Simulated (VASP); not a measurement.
A run of VASP 6.6.1:

The input POSCAR:

```
B
1.0
    2.3921238388      0.0000000000      0.0000000000
    0.0000000000      2.3921238388      0.0000000000
    0.0000000000      0.0000000000      1.6168918177
B
1
Direct
    0.5000000000      0.5000000000      0.5000000000
```

INCAR.step1

```
SYSTEM = B
ALGO     = Normal         ! electronic algorithm
EDIFF    = 1E-5           ! SCF threshold, eV
ENCUT    = 520            ! plane-wave cutoff, eV
GGA      = PE             ! functional
ISIF     = 2              ! what is computed and relaxed
ISMEAR   = -1             ! smearing method
LASPH    = .TRUE.         ! aspherical terms in the spheres
LCHARG   = .FALSE.        ! write CHGCAR
LREAL    = .FALSE.        ! projectors in reciprocal space
LWAVE    = .TRUE.         ! write WAVECAR
NBANDS   = 8              ! bands
NELM     = 100            ! most SCF steps
PREC     = Accurate       ! precision mode
SIGMA    = 0.05           ! smearing width, eV
```

File INCAR.step2:

```
SYSTEM = B
AEXX     = 0.2            ! exact-exchange fraction
AGGAC    = 0.81         
AGGAX    = 0.72         
ALDAC    = 0.19         
ALGO     = Normal         ! electronic algorithm
EDIFF    = 1E-6           ! SCF threshold, eV
ENCUT    = 520            ! plane-wave cutoff, eV
GGA      = B3             ! functional
ISIF     = 2              ! what is computed and relaxed
ISMEAR   = -1             ! smearing method
ISTART   = 1            
LASPH    = .TRUE.         ! aspherical terms in the spheres
LCHARG   = .FALSE.        ! write CHGCAR
LHFCALC  = .TRUE.         ! exact exchange
LREAL    = .FALSE.        ! projectors in reciprocal space
LWAVE    = .FALSE.        ! write WAVECAR
NBANDS   = 8              ! bands
NELM     = 100            ! most SCF steps
PREC     = Accurate       ! precision mode
PRECFOCK = Normal       
SIGMA    = 0.05           ! smearing width, eV
```

KPOINTS

```
k-points
0
G
  6 6 8
  0 0 0
```

Potentials or basis: VASP PAW PBE potentials, release 64 (B).

Launch:

```console
$ cat potpaw_PBE.64/B/POTCAR > POTCAR
$ cp INCAR.step1 INCAR
$ mpirun -np 1 vasp_std > vasp.out
$ cp INCAR.step2 INCAR
$ mpirun -np 1 vasp_std > vasp.out
```

Hardware: 1 thread of Intel(R) Xeon(R) 6975P-C (Granite Rapids), on a shared host.

**Question.** How long does it take, and how much memory?

**Answer.** Wall time 53 s on 1 thread of Intel(R) Xeon(R) 6975P-C (Granite Rapids), on a shared host, peak memory 0.11 GiB. Counts: k points 50.
